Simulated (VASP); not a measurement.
# C in VASP: single point with r2SCAN

Aim: the single point of C with r2SCAN.

Program: VASP 6.6.1. These are calculated values, not measurements. Logs are shortened: lines on timing, memory, paths and dates and some standing lists are left out, and cuts for length are marked.

## 1. The cell of the first run

The cell holds a slab with vacuum, 2 atoms: a = 2.250 Å, b = 2.250 Å, c = 10.153 Å, α = 90.00°, β = 90.00°, γ = 120.00°.

## 2. Single point, r2SCAN

Input file POSCAR:

```
C
1.0
    2.2504912762      0.0000000000      0.0000000000
   -1.1252456381      1.9489826162      0.0000000000
    0.0000000000      0.0000000000     10.1530297109
C
2
Direct
    0.3333333333      0.6666666667      0.0000000000
    0.6666666667      0.3333333333      0.0000000000
```

Input file INCAR.step1:

```
  PREC = Accurate
  ENCUT = 520
  ISMEAR = 0
  SIGMA = 0.15
  LREAL = False
  LASPH = True
  NELM = 80
  NBANDS = 11
  GGA = PE
  ALGO = Normal
  EDIFF = 1E-4
  LWAVE = True
  LCHARG = False
```

Input file INCAR.step2:

```
  PREC = Accurate
  ENCUT = 520
  EDIFF = 1E-6
  ISMEAR = 0
  SIGMA = 0.15
  LREAL = False
  LASPH = True
  NELM = 80
  ALGO = Normal
  ISIF = 2
  LWAVE = False
  LCHARG = False
  METAGGA = R2SCAN
  LMIXTAU = True
  NBANDS = 11
  ISTART = 1
```

Input file KPOINTS:

```
regular mesh
0
Gamma
  24 24 6
```

Potentials or basis: VASP PAW PBE potentials, release 64 (C).

The run is started by

```sh
$ cat potpaw_PBE.64/C/POTCAR > POTCAR
$ cp INCAR.step1 INCAR
$ mpirun -np 1 vasp_std > vasp.out
$ cp INCAR.step2 INCAR
$ mpirun -np 1 vasp_std > vasp.out
```

OUTCAR:

```text
PREC = Accurate
   ENCUT = 520
   EDIFF = 1E-6
   ISMEAR = 0
   LREAL = False
   LASPH = True
   NELM = 80
   ISIF = 2
   METAGGA = R2SCAN
   ISTART = 1

 ion  position               nearest neighbor table
   1  0.333  0.667  0.000-   2 1.30   2 1.30   2 1.30
   2  0.667  0.333  0.000-   1 1.30   1 1.30   1 1.30

  LATTYP: Found a hexagonal cell.
 ALAT       =     2.2504912762
 C/A-ratio  =     4.5114725919

  Lattice vectors:

 A1 = (   2.2504912762,   0.0000000000,   0.0000000000)
 A2 = (  -1.1252456381,   1.9489826162,   0.0000000000)
 A3 = (   0.0000000000,   0.0000000000,  10.1530297109)

Analysis of symmetry for initial positions (statically):
=====================================================================
 Subroutine PRICEL returns:
 Original cell was already a primitive cell.

 Routine SETGRP: Setting up the symmetry group for a
 hexagonal supercell.

 Subroutine GETGRP returns: Found 24 space group operations
 (whereof 24 operations were pure point group operations)
 out of a pool of 24 trial point group operations.

The static configuration has the point symmetry D_6h.

Analysis of symmetry for dynamics (positions and initial velocities):
=====================================================================
 Subroutine PRICEL returns:
 Original cell was already a primitive cell.

 Routine SETGRP: Setting up the symmetry group for a
 hexagonal supercell.

 Subroutine GETGRP returns: Found 24 space group operations
 (whereof 24 operations were pure point group operations)
 out of a pool of 24 trial point group operations.

The dynamic configuration has the point symmetry D_6h.

 Subroutine INISYM returns: Found 24 space group operations
 (whereof 24 operations are pure point group operations),
 and found     1 'primitive' translations

----------------------------------------------------------------------------------------

                                     Primitive cell

  volume of cell :      44.5329

  direct lattice vectors                    reciprocal lattice vectors
     2.250491276  0.000000000  0.000000000     0.444347423  0.256544105  0.000000000
    -1.125245638  1.948982616  0.000000000     0.000000000  0.513088209  0.000000000
     0.000000000  0.000000000 10.153029711     0.000000000  0.000000000  0.098492768

  length of vectors
     2.250491276  2.250491276 10.153029711     0.513088209  0.513088209  0.098492768

  position of ions in fractional coordinates (direct lattice)
     0.333333333  0.666666667  0.000000000
     0.666666667  0.333333333  0.000000000

  ion indices of the primitive-cell ions
   primitive index   ion index
                 1           1
                 2           2

----------------------------------------------------------------------------------------

 KPOINTS: regular mesh

Automatic generation of k-mesh.
 Grid dimensions read from file:
 generate k-points for:   24   24    6

 Generating k-lattice:

  Cartesian coordinates                     Fractional coordinates (reciprocal lattice)
     0.018514476  0.010689338  0.000000000     0.041666667 -0.000000000  0.000000000
     0.000000000  0.021378675  0.000000000     0.000000000  0.041666667  0.000000000
     0.000000000  0.000000000  0.016415461     0.000000000  0.000000000  0.166666667

  Length of vectors
     0.021378675  0.021378675  0.016415461

  Shift w.r.t. Gamma in fractional coordinates (k-lattice)
     0.000000000  0.000000000  0.000000000

 Subroutine IBZKPT returns following result:
 ===========================================

 Found    244 irreducible k-points:

 Following reciprocal coordinates:
            Coordinates               Weight
  0.000000  0.000000  0.000000      1.000000
  0.041667  0.000000  0.000000      6.000000
  0.083333 -0.000000  0.000000      6.000000
  0.125000  0.000000  0.000000      6.000000
  0.166667  0.000000  0.000000      6.000000
  0.208333  0.000000  0.000000      6.000000
[... 16 lines left out ...]
  0.416667  0.041667  0.000000     12.000000
  0.458333  0.041667  0.000000     12.000000
 [... further k-points ...]
   k-points           NKPTS =    244   k-points in BZ     NKDIM =    244   number of bands    NBANDS=     11
   number of dos      NEDOS =    301   number of ions     NIONS =      2
   total plane-waves  NPLWV =  25920
   dimension x,y,z NGX =    18 NGY =   18 NGZ =   80
   dimension x,y,z NGXF=    36 NGYF=   36 NGZF=  160
   ions per type =               2
   NGX,Y,Z   is equivalent  to a cutoff of  13.30, 13.30, 13.10 a.u.
   NGXF,Y,Z  is equivalent  to a cutoff of  26.59, 26.59, 26.20 a.u.
 SYSTEM =  unknown system
   PREC   = accura    normal or accurate (medium, high low for compatibility)
   ISTART =      1    job   : 0-new  1-cont  2-samecut
   ICHARG =      0    charge: 1-file 2-atom 10-const
   ISPIN  =      1    spin polarized calculation?
   LNONCOLLINEAR =      F non collinear calculations
   LSORBIT =      F    spin-orbit coupling
   LASPH  =      T    aspherical Exc in radial PAW
   ENCUT  =  520.0 eV  38.22 Ry    6.18 a.u.   4.18  4.18 18.88*2*pi/ulx,y,z
   NELM   =     80;   NELMIN=  2; NELMDL=  0     # of ELM steps
   EDIFF  = 0.1E-05   stopping-criterion for ELM
   LREAL  =      F    real-space projection
   EDIFFG = 0.1E-04   stopping-criterion for IOM
   NSW    =      0    number of steps for IOM
   IBRION =     -1    ionic relax: 0-MD 1-quasi-New 2-CG
   NFREE  =      0    steps in history (QN), initial steepest desc. (CG)
   ISIF   =      2    stress and relaxation
   ISYM   =      2    0-nonsym 1-usesym 2-fastsym
   POTIM  = 0.5000    time-step for ionic-motion
   TEBEG  =    0.0;   TEEND  =   0.0 temperature during run
   PSTRESS=    0.0 pullay stress
   NELECT =       8.0000    total number of electrons
   NUPDOWN=      -1.0000    fix difference up-down
   EMIN   =  10.00;   EMAX   =-10.00  energy-range for DOS
   EFERMI =   0.00;   METHOD = LEGACY
   ISMEAR =     0;   SIGMA  =   0.15  broadening in eV -4-tet -1-fermi 0-gaus
   EFERMI_NEDOS =   21; number of points for ismear=-14 and -15
   IALGO  =     38    algorithm
   IMIX   =      4    mixing-type and parameters
     AMIX     =   0.40;   BMIX     =  1.00
     AMIX_MAG =   1.60;   BMIX_MAG =  1.00
  volume/ion in A,a.u.               =      22.27       150.26
  Fermi-wavevector in a.u.,A,eV,Ry     =   0.923729  1.745594 11.609511  0.853275
  Thomas-Fermi vector in A             =   2.049397
   LORBIT       =      0    0 simple, 1 ext, 2 COOP (PROOUT), +10 PAW based schemes
   METAGGA = R2SCAN    functional components
   LHFCALC =     F    Hartree Fock is set to
   AEXX    =    0.0000 exact exchange contribution
   IVDW    =     0    specifies the selected vdW correction
   LEPSILON=     F    determine dielectric tensor
   LRPA    =     F    only Hartree local field effects (RPA)
 non-spin polarized calculation
 Gauss-broadening in eV      SIGMA  =   0.15
  energy-cutoff  :      520.00
  volume of cell :       44.53
 maximum number of plane-waves:      1220
 NGX is ok and might be reduce to    18
   NGX =  9   NGY =  9   NGZ = 37

 number of electron       7.9999999 magnetization

 Free energy of the ion-electron system (eV)
  ---------------------------------------------------
  ext. energy  EPLUGINS =         0.00000000
  ---------------------------------------------------
  free energy    TOTEN  =       -18.59581162 eV

  energy without entropy =      -18.59522392  energy(sigma->0) =      -18.59551777

 E-fermi :  -0.1319     XC(G=0):  -4.4222

 val. band max:       -0.1318862106   @ k =   0.3333   0.3333   0.1667
 cond. band min:      -0.1318826237   @ k =   0.3333   0.3333   0.3333
 fundamental gap:      0.0000035869
 Fermi energy:        -0.1318843852

 k-point     1 :       0.0000    0.0000    0.0000
  band No.  band energies     occupation
      1     -23.3046      2.00000
      2     -10.3040      2.00000
      3      -3.1702      2.00000
      4      -3.1702      2.00000
      5       2.4425      0.00000
      6       4.0843      0.00000
      7       5.0439      0.00000
      8       9.7977      0.00000
      9      10.4711      0.00000
     10      10.4711      0.00000
     11      11.4430      0.00000

 k-point     2 :       0.0417    0.0000    0.0000
  band No.  band energies     occupation
      1     -23.2541      2.00000
      2     -10.2399      2.00000
      3      -3.3754      2.00000
      4      -3.2969      2.00000
      5       2.5099      0.00000
      6       4.1520      0.00000
      7       5.1104      0.00000
      8       9.8636      0.00000
      9      10.5020      0.00000
     10      10.7185      0.00000
     11      11.5286      0.00000

 k-point     3 :       0.0833   -0.0000    0.0000
  band No.  band energies     occupation
      1     -23.1028      2.00000
      2     -10.0481      2.00000
      3      -3.9610      2.00000
      4      -3.6483      2.00000
      5       2.7123      0.00000
      6       4.3551      0.00000
      7       5.3104      0.00000
      8      10.0610      0.00000
      9      10.5834      0.00000
     10      11.4308      0.00000
     11      11.7711      0.00000

 k-point     4 :       0.1250    0.0000    0.0000
  band No.  band energies     occupation
      1     -22.8510      2.00000
      2      -9.7295      2.00000
      3      -4.8526      2.00000
      4      -4.1560      2.00000
      5       3.0500      0.00000
      6       4.6931      0.00000
      7       5.6447      0.00000
      8      10.3881      0.00000
      9      10.6879      0.00000
     10      12.1411      0.00000
     11      12.5358      0.00000
[... 239 lines left out ...]
 k-point    22 :       0.3750    0.0417    0.0000
  band No.  band energies     occupation
      1     -18.8002      2.00000
      2     -13.2083      2.00000
      3      -7.5878      2.00000
      4      -4.8711      2.00000
      5       3.9976      0.00000
      6       8.5785      0.00000
      7      10.2465      0.00000
      8      10.7294      0.00000
      9      11.3365      0.00000
     10      15.5533      0.00000
     11      16.4774      0.00000

 k-point    23 :       0.4167    0.0417    0.0000
  band No.  band energies     occupation
      1     -17.8388      2.00000
      2     -14.4633      2.00000
      3      -7.8006      2.00000
      4      -3.9490      2.00000
      5       2.7035      0.00000
      6       9.8985      0.00000
      7      10.8292      0.00000
      8      11.5678      0.00000
      9      12.5479      0.00000
     10      14.7056      0.00000
     11      16.0249      0.00000

 k-point    24 :       0.4583    0.0417    0.0000
  band No.  band energies     occupation
      1     -16.8018      2.00000
      2     -15.6488      2.00000
      3      -7.9080      2.00000
      4      -3.3050      2.00000
      5       1.8698      0.00000
      6      10.7289      0.00000
      7      11.4545      0.00000
      8      13.0020      0.00000
      9      13.0120      0.00000
     10      13.9914      0.00000
     11      14.5540      0.00000

 [... further k-points ...]
[... 5 lines left out ...]
  --------------------------------------------------------------------------------------
  -------------------------------------------------------------------------------------
  Total       15.0257304     15.0257304     -0.0211590      0.0000000     -0.0000000      0.0000000
  in kB      540.5865275    540.5865275     -0.7612453      0.0000000     -0.0000000      0.0000000
  external PRESSURE =     360.1372699 kB  Pullay stress =       0.0000000 kB

 VOLUME and BASIS-vectors are now :
 -----------------------------------------------------------------------------
  energy-cutoff  :      520.00
  volume of cell :       44.53
      direct lattice vectors                 reciprocal lattice vectors
     2.250491276  0.000000000  0.000000000     0.444347423  0.256544105  0.000000000
    -1.125245638  1.948982616  0.000000000     0.000000000  0.513088209  0.000000000
     0.000000000  0.000000000 10.153029711     0.000000000  0.000000000  0.098492768

 POSITION                                       TOTAL-FORCE (eV/Angst)
 -----------------------------------------------------------------------------------
     -0.00000      1.29932      0.00000        -0.000000      0.000000      0.000000
      1.12525      0.64966      0.00000         0.000000      0.000000      0.000000
 -----------------------------------------------------------------------------------
    total drift:                                0.000000     -0.000000     -0.000000

  FREE ENERGIE OF THE ION-ELECTRON SYSTEM (eV)
  ---------------------------------------------------
  free  energy   TOTEN  =       -18.5958116183 eV

  energy  without entropy=      -18.5952239208  energy(sigma->0) =      -18.59551777
```

Wall time 6.2 min (1 thread of AMD EPYC 7R13 (Zen 3), shared host); peak memory 0.2 GiB.

Results:

```yaml
Free_energy: -18.5958 eV
Band_gap_on_the_k_mesh: zero (filled and empty bands touch)
```

Levels at points of the mesh, in eV from the Fermi level:
```csv
k point,band 1,band 2,band 3,band 4,band 5,band 6,band 7,band 8,band 9
"(0.00, 0.00, 0.00)",-23.17,-10.17,-3.04,-3.04,2.57,4.22,5.18,9.93,10.60
"(0.50, 0.00, 0.00)",-16.26,-16.01,-7.63,-3.13,1.88,10.66,12.25,12.34,13.79
"(0.00, 0.00, 0.50)",-23.17,-10.17,-3.04,-3.04,2.89,3.32,6.62,7.94,10.60
"(0.50, 0.00, 0.50)",-16.26,-16.01,-7.63,-3.13,1.88,10.66,12.48,12.59,13.09
```

Caveat: the PAW data sets were made with another functional, which shifts forces and pressure a little.
